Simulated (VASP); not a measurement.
# WF3 (C2/m) in VASP: further runs

The runs below take WF3 through single point, with PBE.

Everything below comes from runs of VASP 6.6.1. Logs are shortened: lines on timing, memory, paths and dates and some standing lists are left out, and cuts for length are marked.

## Step 1: The cell of the first run

Symmetry: C2/m, No. 12, monoclinic system. The conventional cell has a = 4.611 Å, b = 7.987 Å, c = 6.355 Å, α = 90.00°, β = 104.46°, γ = 90.00°. Within 2.7 Å of W (site symmetry 2) lie 6 F at 2.07 to 2.08 Å and 3 W at 2.66 Å. F (site symmetry m) has 2 W at 2.07 Å and 6 F at 2.63 to 2.68 Å within 2.7 Å. F (site symmetry 1) has 2 W at 2.07 to 2.08 Å and 6 F at 2.63 to 2.68 Å within 2.7 Å.

## Step 2: Single point, PBE

File INCAR:

```
SYSTEM = WF3
PREC = Accurate ; ENCUT = 520
EDIFF = 1E-6 ; ISMEAR = 0
SIGMA = 0.01 ; LREAL = .FALSE.
LASPH = .TRUE. ; NELM = 80
ALGO = Normal ; ISIF = 2
LWAVE = .FALSE. ; LCHARG = .FALSE.
GGA = PE ; NBANDS = 45
```

File KPOINTS:

```
Automatic mesh
0
G
  10 10 6
  0 0 0
```

File POSCAR:

```
WF3
1.0
    2.3055668717     -3.9933433558     -0.0167669053
    2.3055668717      3.9933433558     -0.0167669053
   -1.5417266215      0.0000000000      6.1650279972
W F
2 6
Direct
    0.1666539744      0.8333460256      0.0000000000
    0.8333460256      0.1666539744      0.0000000000
    0.7517216325      0.7517216325      0.7754409800
    0.2482783675      0.2482783675      0.2245590200
    0.5773570474      0.9064503570      0.2247155325
    0.0935496430      0.4226429526      0.7752844675
    0.4226429526      0.0935496430      0.7752844675
    0.9064503570      0.5773570474      0.2247155325
```

Potentials or basis: VASP PAW PBE potentials, release 64 (W_sv, F).

Launch:

```console
> cat potpaw_PBE.64/W_sv/POTCAR potpaw_PBE.64/F/POTCAR > POTCAR
> mpirun -np 1 vasp_std > vasp.out
```

OUTCAR:

```text
SYSTEM = WF3
   PREC = Accurate
   ENCUT = 520
   EDIFF = 1E-6
   ISMEAR = 0
   LREAL = .FALSE.
   LASPH = .TRUE.
   NELM = 80
   ISIF = 2
   GGA = PE

 ion  position               nearest neighbor table
   1  0.167  0.833  0.000-   3 2.07   4 2.07   7 2.07   8 2.07   5 2.08   6 2.08   2 2.66   2 2.66
                             2 2.66
   2  0.833  0.167  0.000-   3 2.07   4 2.07   5 2.07   6 2.07   7 2.08   8 2.08   1 2.66   1 2.66
                             1 2.66
   3  0.752  0.752  0.775-   1 2.07   2 2.07
   4  0.248  0.248  0.225-   1 2.07   2 2.07
   5  0.577  0.906  0.225-   2 2.07   1 2.08
   6  0.094  0.423  0.775-   2 2.07   1 2.08
   7  0.423  0.094  0.775-   1 2.07   2 2.08
   8  0.906  0.577  0.225-   1 2.07   2 2.08

  LATTYP: Found a base centered monoclinic cell.
 ALAT       =     4.6112556767
 B/A-ratio  =     1.7319982390
 C/A-ratio  =     1.3781233933
 COS(beta)  =    -0.2496536713

  Lattice vectors:

 A1 = (   2.3055668717,  -3.9933433558,  -0.0167669053)
 A2 = (   2.3055668717,   3.9933433558,  -0.0167669053)
 A3 = (  -1.5417266215,   0.0000000000,   6.1650279972)

Analysis of symmetry for initial positions (statically):
=====================================================================
 Subroutine PRICEL returns:
 Original cell was already a primitive cell.

 Routine SETGRP: Setting up the symmetry group for a
 base centered monoclinic supercell.

 Subroutine GETGRP returns: Found  4 space group operations
 (whereof  4 operations were pure point group operations)
 out of a pool of  4 trial point group operations.

The static configuration has the point symmetry C_2h.

Analysis of symmetry for dynamics (positions and initial velocities):
=====================================================================
 Subroutine PRICEL returns:
 Original cell was already a primitive cell.

 Routine SETGRP: Setting up the symmetry group for a
 base centered monoclinic supercell.

 Subroutine GETGRP returns: Found  4 space group operations
 (whereof  4 operations were pure point group operations)
 out of a pool of  4 trial point group operations.

The dynamic configuration has the point symmetry C_2h.

 Subroutine INISYM returns: Found  4 space group operations
 (whereof  4 operations are pure point group operations),
 and found     1 'primitive' translations

----------------------------------------------------------------------------------------

                                     Primitive cell

  volume of cell :     113.3154
[... 108 lines left out ...]
   ISYM   =      2    0-nonsym 1-usesym 2-fastsym
   POTIM  = 0.5000    time-step for ionic-motion
   TEBEG  =    0.0;   TEEND  =   0.0 temperature during run
   PSTRESS=    0.0 pullay stress
   NELECT =      70.0000    total number of electrons
   NUPDOWN=      -1.0000    fix difference up-down
   EMIN   =  10.00;   EMAX   =-10.00  energy-range for DOS
   EFERMI =   0.00;   METHOD = LEGACY
   ISMEAR =     0;   SIGMA  =   0.01  broadening in eV -4-tet -1-fermi 0-gaus
   EFERMI_NEDOS =   21; number of points for ismear=-14 and -15
   IALGO  =     38    algorithm
   IMIX   =      4    mixing-type and parameters
     AMIX     =   0.40;   BMIX     =  1.00
     AMIX_MAG =   1.60;   BMIX_MAG =  1.00
  volume/ion in A,a.u.               =      14.16        95.59
  Fermi-wavevector in a.u.,A,eV,Ry     =   1.394263  2.634774 26.449290  1.943968
  Thomas-Fermi vector in A             =   2.517829
   LORBIT       =      0    0 simple, 1 ext, 2 COOP (PROOUT), +10 PAW based schemes
   GGA     = PE    functional components
   LHFCALC =     F    Hartree Fock is set to
   AEXX    =    0.0000 exact exchange contribution
   IVDW    =     0    specifies the selected vdW correction
   LEPSILON=     F    determine dielectric tensor
   LRPA    =     F    only Hartree local field effects (RPA)
 non-spin polarized calculation
 Gauss-broadening in eV      SIGMA  =   0.01
  energy-cutoff  :      520.00
  volume of cell :      113.32
 maximum number of plane-waves:      3072
 NGX is ok and might be reduce to    36
   NGX = 17   NGY = 17   NGZ = 23

 number of electron      69.9999972 magnetization

 Free energy of the ion-electron system (eV)
  ---------------------------------------------------
  ext. energy  EPLUGINS =         0.00000000
  ---------------------------------------------------
  free energy    TOTEN  =       -53.27891724 eV

  energy without entropy =      -53.27891724  energy(sigma->0) =      -53.27891724

 E-fermi :   2.7970     XC(G=0):  -9.5201

 val. band max:        2.6506157372   @ k =  -0.0000  -0.0000   0.5000
 cond. band min:       3.1738608031   @ k =   0.0000   0.0000   0.0000
 fundamental gap:      0.5232450659
 Fermi energy:         2.7970364228

 k-point     1 :       0.0000    0.0000    0.0000
  band No.  band energies     occupation
      1     -72.5467      2.00000
      2     -72.4188      2.00000
      3     -37.1114      2.00000
      4     -37.1106      2.00000
      5     -37.0600      2.00000
      6     -36.7445      2.00000
[... 1141 lines left out ...]
     44       9.1403      0.00000
     45       9.2307      0.00000

 [... further k-points ...]

------------------------ aborting loop because EDIFF is reached ----------------------------------------

  FORCE on cell =-STRESS in cart. coord.  units (eV):
  Direction    XX          YY          ZZ          XY          YZ          ZX
  --------------------------------------------------------------------------------------
  -------------------------------------------------------------------------------------
  Total        0.8242160      0.8243930      1.0964204      0.0000000      0.0000000     -0.0015258
  in kB       11.6536705     11.6561738     15.5023954      0.0000000      0.0000000     -0.0215727
  external PRESSURE =      12.9374132 kB  Pullay stress =       0.0000000 kB

 VOLUME and BASIS-vectors are now :
 -----------------------------------------------------------------------------
  energy-cutoff  :      520.00
  volume of cell :      113.32
      direct lattice vectors                 reciprocal lattice vectors
     2.305566872 -3.993343356 -0.016766905     0.217261527 -0.125208367  0.054331932
     2.305566872  3.993343356 -0.016766905     0.217261527  0.125208367  0.054331932
    -1.541726622  0.000000000  6.165027997     0.001181764  0.000000000  0.162500796

 POSITION                                       TOTAL-FORCE (eV/Angst)
 -----------------------------------------------------------------------------------
      2.30557      2.66233     -0.01677        -0.000000     -0.000290      0.000000
      2.30557     -2.66233     -0.01677        -0.000000      0.000290      0.000000
      2.27077      0.00000      4.75541        -0.100933      0.000000     -0.167861
      0.79864      0.00000      1.37609         0.100933      0.000000      0.167861
      3.07457      1.31418      1.36050        -0.048284     -0.086208      0.168244
     -0.00516      1.31418      4.77100         0.048284     -0.086208     -0.168244
     -0.00516     -1.31418      4.77100         0.048284      0.086208     -0.168244
      3.07457     -1.31418      1.36050        -0.048284      0.086208      0.168244
 -----------------------------------------------------------------------------------
    total drift:                                0.000000      0.000000      0.000000

  FREE ENERGIE OF THE ION-ELECTRON SYSTEM (eV)
  ---------------------------------------------------
  free  energy   TOTEN  =       -53.2789172389 eV

  energy  without entropy=      -53.2789172389  energy(sigma->0) =      -53.27891724
```

Run time: 13 min. Hardware: 1 thread of Oxide Virtual Turin-like, shared host; peak memory 0.66 GiB.

What came out:

```
Free energy            : -53.2789 eV
Pressure               : 1.3 GPa
Largest force          : 0.196 eV/Å
Band gap on the k mesh : 0.52 eV
```

Forces on the atoms (eV/Å):
```
W    0.000  0.000  0.000
W    0.000  0.000  0.000
F   -0.101  0.000 -0.168
F    0.101  0.000  0.168
F   -0.048 -0.086  0.168
F    0.048 -0.086 -0.168
F    0.048  0.086 -0.168
F   -0.048  0.086  0.168
```

Stress tensor (GPa, compression positive):
```
1.17 0.00 0.00
0.00 1.17 0.00
0.00 0.00 1.55
```

Caveat: spin-orbit coupling is left out, which moves the levels of the heavy elements. A k mesh can miss the band edges.

## Step 3: Single point, PBE (14.87 Å³/atom)

This run uses another cell than the first one, of 14.87 Å³/atom.

File INCAR:

```
SYSTEM = WF3
PREC     = Accurate       ! precision mode
ENCUT    = 520            ! plane-wave cutoff, eV
EDIFF    = 1E-6           ! SCF threshold, eV
ISMEAR   = 0              ! smearing method
SIGMA    = 0.02           ! smearing width, eV
LREAL    = .False.        ! projectors in reciprocal space
LASPH    = .True.         ! aspherical terms in the spheres
NELM     = 60             ! most SCF steps
ALGO     = Normal         ! electronic algorithm
ISIF     = 2              ! what is computed and relaxed
LWAVE    = .False.        ! write WAVECAR
LCHARG   = .True.         ! write CHGCAR
GGA      = PE             ! functional
LELF     = .True.         ! ELF
LVHAR    = .True.       
NBANDS   = 45             ! bands
```

File KPOINTS:

```
regular mesh
0
Gamma
  10 10 6
  0 0 0
```

File POSCAR:

```
WF3
1.0
    2.3056708872     -3.9935384179     -0.0104033797
    2.3056708872      3.9935384179     -0.0104033797
   -1.5237567027      0.0000000000      6.4655288262
W F
2 6
Direct
    0.1666582415      0.8333417585      0.0000000000
    0.8333417585      0.1666582415      0.0000000000
    0.7570112498      0.7570112498      0.7858875585
    0.2429887502      0.2429887502      0.2141124415
    0.5721540446      0.9013167884      0.2141939356
    0.0986832116      0.4278459554      0.7858060644
    0.4278459554      0.0986832116      0.7858060644
    0.9013167884      0.5721540446      0.2141939356
```

Potentials or basis: VASP PAW PBE potentials, release 64 (W_sv, F).

Launch:

```console
> cat potpaw_PBE.64/W_sv/POTCAR potpaw_PBE.64/F/POTCAR > POTCAR
> mpirun -np 1 vasp_std > vasp.out
```

OUTCAR:

```text
SYSTEM = WF3
   PREC = Accurate
   ENCUT = 520
   EDIFF = 1E-6
   ISMEAR = 0
   LREAL = .False.
   LASPH = .True.
   NELM = 60
   ISIF = 2
   GGA = PE

 ion  position               nearest neighbor table
   1  0.167  0.833  0.000-   3 2.07   4 2.07   7 2.08   8 2.08   5 2.08   6 2.08   2 2.66   2 2.66
                             2 2.66
   2  0.833  0.167  0.000-   3 2.07   4 2.07   5 2.08   6 2.08   7 2.08   8 2.08   1 2.66   1 2.66
                             1 2.66
   3  0.757  0.757  0.786-   1 2.07   2 2.07
   4  0.243  0.243  0.214-   1 2.07   2 2.07
   5  0.572  0.901  0.214-   2 2.08   1 2.08
   6  0.099  0.428  0.786-   2 2.08   1 2.08
   7  0.428  0.099  0.786-   1 2.08   2 2.08
   8  0.901  0.572  0.214-   1 2.08   2 2.08

  LATTYP: Found a base centered monoclinic cell.
 ALAT       =     4.6113887151
 B/A-ratio  =     1.7320328711
 C/A-ratio  =     1.4404895840
 COS(beta)  =    -0.2337790142

  Lattice vectors:

 A1 = (   2.3056708872,  -3.9935384179,  -0.0104033797)
 A2 = (   2.3056708872,   3.9935384179,  -0.0104033797)
 A3 = (  -1.5237567027,   0.0000000000,   6.4655288262)

Analysis of symmetry for initial positions (statically):
=====================================================================
 Subroutine PRICEL returns:
 Original cell was already a primitive cell.

 Routine SETGRP: Setting up the symmetry group for a
 base centered monoclinic supercell.

 Subroutine GETGRP returns: Found  4 space group operations
 (whereof  4 operations were pure point group operations)
 out of a pool of  4 trial point group operations.

The static configuration has the point symmetry C_2h.

Analysis of symmetry for dynamics (positions and initial velocities):
=====================================================================
 Subroutine PRICEL returns:
 Original cell was already a primitive cell.

 Routine SETGRP: Setting up the symmetry group for a
 base centered monoclinic supercell.

 Subroutine GETGRP returns: Found  4 space group operations
 (whereof  4 operations were pure point group operations)
[... 141 lines left out ...]
   AEXX    =    0.0000 exact exchange contribution
   IVDW    =     0    specifies the selected vdW correction
   LEPSILON=     F    determine dielectric tensor
   LRPA    =     F    only Hartree local field effects (RPA)
 non-spin polarized calculation
 Gauss-broadening in eV      SIGMA  =   0.02
  energy-cutoff  :      520.00
  volume of cell :      118.94
 maximum number of plane-waves:      3230
 NGX is ok and might be reduce to    36
   NGX = 17   NGY = 17   NGZ = 25

 number of electron      69.9999990 magnetization

 Free energy of the ion-electron system (eV)
  ---------------------------------------------------
  ext. energy  EPLUGINS =         0.00000000
  ---------------------------------------------------
  free energy    TOTEN  =       -53.27742915 eV

  energy without entropy =      -53.27742915  energy(sigma->0) =      -53.27742915

 E-fermi :   2.3303     XC(G=0):  -9.1925

 val. band max:        2.2269955771   @ k =   0.0000   0.0000   0.5000
 cond. band min:       2.7525038544   @ k =   0.0000   0.0000   0.0000
 fundamental gap:      0.5255082773
 Fermi energy:         2.3303233344

 k-point     1 :       0.0000    0.0000    0.0000
  band No.  band energies     occupation
      1     -72.9697      2.00000
      2     -72.8420      2.00000
      3     -37.5333      2.00000
      4     -37.5328      2.00000
      5     -37.4827      2.00000
      6     -37.1676      2.00000
[... 1141 lines left out ...]
     44       8.7156      0.00000
     45       8.8009      0.00000

 [... further k-points ...]

------------------------ aborting loop because EDIFF is reached ----------------------------------------

  FORCE on cell =-STRESS in cart. coord.  units (eV):
  Direction    XX          YY          ZZ          XY          YZ          ZX
  --------------------------------------------------------------------------------------
  -------------------------------------------------------------------------------------
  Total        0.7772330      0.7772599      0.9803650      0.0000000      0.0000000     -0.0014943
  in kB       10.4697097     10.4700724     13.2059971      0.0000000      0.0000000     -0.0201284
  external PRESSURE =      11.3819264 kB  Pullay stress =       0.0000000 kB

 VOLUME and BASIS-vectors are now :
 -----------------------------------------------------------------------------
  energy-cutoff  :      520.00
  volume of cell :      118.94
      direct lattice vectors                 reciprocal lattice vectors
     2.305670887 -3.993538418 -0.010403380     0.217087469 -0.125202251  0.051161861
     2.305670887  3.993538418 -0.010403380     0.217087469  0.125202251  0.051161861
    -1.523756703  0.000000000  6.465528826     0.000698611  0.000000000  0.154831034

 POSITION                                       TOTAL-FORCE (eV/Angst)
 -----------------------------------------------------------------------------------
      2.30567      2.66243     -0.01040         0.000000     -0.000180      0.000000
      2.30567     -2.66243     -0.01040         0.000000      0.000180     -0.000000
      2.29334      0.00000      5.06543        -0.097292      0.000000     -0.160193
      0.79425      0.00000      1.37929         0.097292      0.000000      0.160193
      3.07096      1.31452      1.36955        -0.047272     -0.083398      0.161033
      0.01663      1.31452      5.07517         0.047272     -0.083398     -0.161033
      0.01663     -1.31452      5.07517         0.047272      0.083398     -0.161033
      3.07096     -1.31452      1.36955        -0.047272      0.083398      0.161033
 -----------------------------------------------------------------------------------
    total drift:                               -0.000000     -0.000000     -0.000000

  FREE ENERGIE OF THE ION-ELECTRON SYSTEM (eV)
  ---------------------------------------------------
  free  energy   TOTEN  =       -53.2774291541 eV

  energy  without entropy=      -53.2774291541  energy(sigma->0) =      -53.27742915
```

OSZICAR:

```text
N       E                     dE             d eps       ncg     rms          rms(c)
DAV:   1     0.789922750902E+03    0.78992E+03   -0.41920E+04 16232   0.161E+03
DAV:   2     0.294192856895E+01   -0.78698E+03   -0.76462E+03 17661   0.479E+02
DAV:   3    -0.578576047031E+02   -0.60800E+02   -0.60185E+02 17480   0.137E+02
DAV:   4    -0.588984870484E+02   -0.10409E+01   -0.10384E+01 18391   0.195E+01
DAV:   5    -0.589119363144E+02   -0.13449E-01   -0.13448E-01 17467   0.226E+00    0.365E+01
DAV:   6    -0.534753246304E+02    0.54366E+01   -0.20632E+01 16953   0.313E+01    0.144E+01
DAV:   7    -0.533174769846E+02    0.15785E+00   -0.14634E+00 17088   0.754E+00    0.880E+00
DAV:   8    -0.532816039957E+02    0.35873E-01   -0.23896E-01 17554   0.376E+00    0.109E+00
DAV:   9    -0.532771700766E+02    0.44339E-02   -0.24997E-02 16584   0.104E+00    0.221E-01
DAV:  10    -0.532773710265E+02   -0.20095E-03   -0.57637E-03 17478   0.514E-01    0.248E-01
DAV:  11    -0.532774063603E+02   -0.35334E-04   -0.76479E-04 16871   0.186E-01    0.452E-02
DAV:  12    -0.532774298869E+02   -0.23527E-04   -0.71107E-05 17472   0.515E-02    0.148E-02
DAV:  13    -0.532774288216E+02    0.10654E-05   -0.96578E-06 17882   0.221E-02    0.869E-03
DAV:  14    -0.532774291541E+02   -0.33251E-06   -0.99175E-07 10209   0.738E-03
   1 F= -.53277429E+02 E0= -.53277429E+02  d E =-.296907E-15
```

Wall time 9.5 min (1 thread of Oxide Virtual Turin-like, shared host); peak memory 0.69 GiB.

What came out:

```yaml
Free_energy: -53.2774 eV
Pressure: 1.1 GPa
Largest_force: 0.187 eV/Å
Band_gap_on_the_k_mesh: 0.53 eV
```

Forces in eV/Å, atoms in the order of the input:
```
W    0.000  0.000  0.000
W    0.000  0.000  0.000
F   -0.097  0.000 -0.160
F    0.097  0.000  0.160
F   -0.047 -0.083  0.161
F    0.047 -0.083 -0.161
F    0.047  0.083 -0.161
F   -0.047  0.083  0.161
```

Caveat: spin-orbit coupling is left out, which moves the levels of the heavy elements.
